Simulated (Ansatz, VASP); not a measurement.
**Al: VASP beside Ansatz**

```xyz
1
Lattice="0.0000 1.9967 1.9967 1.9967 0.0000 1.9967 1.9967 1.9967 0.0000" Properties=species:S:1:pos:R:3 pbc="T T T"
Al    0.0000    0.0000    0.0000
```

Alike in both runs: task single point; functional r2SCAN; k mesh 14 × 14 × 14; occupations fermi-dirac, width 0.01 eV; no spin polarisation.

|  | VASP | Ansatz |
| --- | --- | --- |
| version | VASP 6.6.1 | Ansatz 0.2.0 |
| potentials or method | VASP PAW PBE potentials, release 64 (Al), cutoff 520 eV | plane waves (500 eV) with PAW, scalar-relativistic |
| valence electrons in the cell | 3 | 3 |

|  | VASP | Ansatz | Ansatz less VASP |
| --- | --- | --- | --- |
| pressure (GPa) | -0.7 | -0.4 | +0.32 |

VASP's potentials were made for PBE, not for r2SCAN.
